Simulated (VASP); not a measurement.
# SiBi2Te5 (P4mm) in VASP: a series of runs, part 2 of 2

VASP 6.6.1. Earlier steps stand in the parts before.

## 3. Relaxation of cell and atoms, PBE

This run uses another cell than the first one, of 36.58 Å³/atom.

The input, INCAR:

```
SYSTEM = SiBi2Te5
PREC = Accurate
ENCUT = 600
EDIFF = 1E-6
ISMEAR = 0
SIGMA = 0.2
LREAL = .FALSE.
LASPH = .TRUE.
NELM = 60
ALGO = Normal
ISIF = 3
LWAVE = .FALSE.
LCHARG = .FALSE.
GGA = PE
IBRION = 2
NSW = 36
EDIFFG = -0.08
```

The input, KPOINTS:

```
regular mesh
0
G
  3 3 3
  0 0 0
```

The input, POSCAR:

```
SiBi2Te5
1.0
    7.1454853100      0.0000000000      0.0000000000
    0.0000000000      7.1454853100      0.0000000000
    0.0000000000      0.0000000000      5.7321294500
Si Bi Te
1 2 5
Direct
    0.0000000000      0.0000000000      0.9845688800
    0.5000000000      0.0000000000      0.8479280100
    0.0000000000      0.5000000000      0.8479280100
    0.2193968400      0.2193968400      0.2239207000
    0.7806031600      0.7806031600      0.2239207000
    0.7806031600      0.2193968400      0.2239207000
    0.2193968400      0.7806031600      0.2239207000
    0.0000000000      0.0000000000      0.5041855400
```

Potentials or basis: VASP PAW PBE potentials, release 64 (Si, Bi_d, Te).

Run with:

```sh
> cat potpaw_PBE.64/Si/POTCAR potpaw_PBE.64/Bi_d/POTCAR potpaw_PBE.64/Te/POTCAR > POTCAR
> mpirun -np 1 vasp_std > vasp.out
```

OUTCAR:

```text
SYSTEM = SiBi2Te5
   PREC = Accurate
   ENCUT = 600
   EDIFF = 1E-6
   ISMEAR = 0
   LREAL = .FALSE.
   LASPH = .TRUE.
   NELM = 60
   ISIF = 3
   GGA = PE
   IBRION = 2
   NSW = 36
   EDIFFG = -0.08

 ion  position               nearest neighbor table
   1  0.000  0.000  0.985-   4 2.61   5 2.61   6 2.61   7 2.61   8 2.75   8 2.98
   2  0.500  0.000  0.848-   4 3.34   5 3.34   6 3.34   7 3.34
   3  0.000  0.500  0.848-   4 3.34   5 3.34   6 3.34   7 3.34
   4  0.219  0.219  0.224-   1 2.61   8 2.74   7 3.14   6 3.14   3 3.34   2 3.34
   5  0.781  0.781  0.224-   1 2.61   8 2.74   7 3.14   6 3.14   3 3.34   2 3.34
   6  0.781  0.219  0.224-   1 2.61   8 2.74   5 3.14   4 3.14   3 3.34   2 3.34
   7  0.219  0.781  0.224-   1 2.61   8 2.74   5 3.14   4 3.14   3 3.34   2 3.34
   8  0.000  0.000  0.504-   4 2.74   5 2.74   6 2.74   7 2.74   1 2.75   1 2.98

  LATTYP: Found a simple tetragonal cell.
 ALAT       =     7.1454853100
 C/A-ratio  =     0.8022029577

  Lattice vectors:

 A1 = (   7.1454853100,   0.0000000000,   0.0000000000)
 A2 = (   0.0000000000,   7.1454853100,   0.0000000000)
 A3 = (   0.0000000000,   0.0000000000,   5.7321294500)

Analysis of symmetry for initial positions (statically):
=====================================================================
 Subroutine PRICEL returns:
 Original cell was already a primitive cell.

[... 169 lines left out ...]
  Direction    XX          YY          ZZ          XY          YZ          ZX
  --------------------------------------------------------------------------------------
  -------------------------------------------------------------------------------------
  Total       14.1849023     14.1849023     12.2010176      0.0000000     -0.0000000      0.0000000
  in kB       77.6528643     77.6528643     66.7924208      0.0000000     -0.0000000      0.0000000
  external PRESSURE =      74.0327165 kB  Pullay stress =       0.0000000 kB
[... 107 lines left out ...]
  FREE ENERGIE OF THE ION-ELECTRON SYSTEM (eV)
  ---------------------------------------------------
  free  energy   TOTEN  =       -24.5215832789 eV

  energy  without entropy=      -24.3545679781  energy(sigma->0) =      -24.43807563

[... ionic steps 4 to 22 ...]

--------------------------------------- Ionic step       23  -------------------------------------------

 number of electron      63.9999979 magnetization

------------------------ aborting loop because EDIFF is reached ----------------------------------------
[... 79 lines left out ...]
--------------------------------------- Ionic step       25  -------------------------------------------

 number of electron      63.9999995 magnetization

 Free energy of the ion-electron system (eV)
  ---------------------------------------------------
  ext. energy  EPLUGINS =         0.00000000
  ---------------------------------------------------
  free energy    TOTEN  =       -28.14259333 eV

  energy without entropy =      -28.06801735  energy(sigma->0) =      -28.10530534

 E-fermi :   3.1836     XC(G=0):  -7.4671

 val. band max:        3.0786284617   @ k =   0.3333   0.0000   0.0000
 cond. band min:       3.2211010256   @ k =   0.3333   0.0000   0.0000
 fundamental gap:      0.1424725639
 Fermi energy:         3.1836200398

 k-point     1 :       0.0000    0.0000    0.0000
  band No.  band energies     occupation
      1     -20.1653      2.00000
      2     -20.1596      2.00000
      3     -20.1588      2.00000
      4     -20.1584      2.00000
      5     -20.1437      2.00000
      6     -20.1437      2.00000
[... 270 lines left out ...]
  FREE ENERGIE OF THE ION-ELECTRON SYSTEM (eV)
  ---------------------------------------------------
  free  energy   TOTEN  =       -28.1425933292 eV

  energy  without entropy=      -28.0680173484  energy(sigma->0) =      -28.10530534

 reached required accuracy - stopping structural energy minimisation
```

It took 15 min on 1 thread of AMD EPYC 9R45 (Zen 5), shared host; peak memory 0.47 GiB.

What came out:

```yaml
Free_energy: -28.1426 eV
Relaxed_volume: 44.46 Å³/atom
Relaxed_cell: a = 7.287 Å, b = 7.287 Å, c = 6.699 Å, α = 90.00°, β = 90.00°, γ = 90.00°
Space_group_after_relaxing_to_0.1_Å: P4mm (No. 99)
Energy_gained_by_relaxing: 764.8 meV/atom
Ionic_steps: 25
Pressure_after_relaxing: 0.2 GPa
Largest_force_after_relaxing: 0.077 eV/Å
Band_gap_on_the_k_mesh: zero (bands 32 and 33 overlap by 0.35 eV)
```

Forces on the atoms (eV/Å):
```
Si   0.000  0.000 -0.064
Bi   0.000  0.000  0.015
Bi   0.000  0.000  0.015
Te  -0.054 -0.054 -0.005
Te   0.054  0.054 -0.005
Te   0.054 -0.054 -0.005
Te  -0.054  0.054 -0.005
Te   0.000  0.000  0.053
```

Step by step:
| step | energy change (eV) | largest force (eV/Å) | pressure (GPa) | volume (Å³) |
| --- | --- | --- | --- | --- |
| 1 | 0.0000 | 6.3994 | 7.40 | 292.67 |
| 2 | -2.2899 | 1.8957 | -4.03 | 370.26 |
| 3 | -2.4977 | 2.1755 | -2.50 | 346.49 |
| 4 | -3.9400 | 1.8989 | -1.60 | 330.50 |
| 5 | -1.3229 | 19.5198 | 12.18 | 285.00 |
| 6 | -4.4741 | 2.9037 | -0.39 | 319.72 |
| 7 | -4.5570 | 6.9801 | 3.48 | 303.23 |
| 8 | -4.7380 | 4.4984 | 1.24 | 311.29 |
| 9 | -5.4754 | 1.9655 | 1.75 | 309.61 |
| 10 | -5.6690 | 0.6129 | 2.60 | 308.20 |
| 11 | -5.8622 | 0.7764 | 0.33 | 324.48 |
| 12 | -5.8720 | 0.9060 | -0.26 | 329.62 |
| 13 | -5.9096 | 0.7800 | -0.24 | 330.73 |
| 14 | -5.9980 | 0.3627 | -0.13 | 334.02 |
| 15 | -6.0606 | 0.6444 | 0.34 | 340.29 |
| 16 | -6.0887 | 0.2423 | 0.11 | 344.66 |
| 17 | -6.0932 | 0.2577 | -0.04 | 347.80 |
| 18 | -6.0933 | 0.2228 | -0.02 | 347.39 |
| 19 | -6.0965 | 0.2175 | 0.04 | 347.61 |
| 20 | -6.1037 | 0.1988 | 0.21 | 348.27 |
| 21 | -6.1061 | 0.1487 | 0.56 | 349.52 |
| 22 | -6.1072 | 0.1666 | 0.43 | 349.09 |
| 23 | -6.1089 | 0.1570 | 0.40 | 349.75 |
| 24 | -6.1132 | 0.1272 | 0.32 | 351.73 |
| 25 | -6.1187 | 0.0767 | 0.16 | 355.70 |

Final structure:
```cif
data_structure
_symmetry_space_group_name_H-M 'P 1'
_symmetry_Int_Tables_number 1
_cell_length_a 7.2870
_cell_length_b 7.2870
_cell_length_c 6.6986
_cell_angle_alpha 90.000
_cell_angle_beta 90.000
_cell_angle_gamma 90.000
_cell_volume 355.70
loop_
_atom_site_label
_atom_site_type_symbol
_atom_site_fract_x
_atom_site_fract_y
_atom_site_fract_z
_atom_site_occupancy
Si1 Si 0.00000 0.00000 0.03749 1
Bi1 Bi 0.50000 0.00000 0.89884 1
Bi2 Bi 0.00000 0.50000 0.89884 1
Te1 Te 0.25414 0.25414 0.14454 1
Te2 Te 0.74586 0.74586 0.14454 1
Te3 Te 0.74586 0.25414 0.14454 1
Te4 Te 0.25414 0.74586 0.14454 1
Te5 Te 0.00000 0.00000 0.66694 1
```

Caveat: the k points lie up to 0.31 Å⁻¹ apart in the final cell; the volume moved by over 15 % at a fixed basis, so the end points are rough; spin-orbit coupling is left out, which moves the levels of the heavy elements; this functional lacks dispersion, which binds layers or chains, so the pressure and a relaxed spacing across them are unreliable; the relaxation stopped at a loose force limit of 0.08 eV/Å, so its end isn't a converged minimum.

The gap in the log of VASP goes by the Fermi energy; the results here count the filled bands.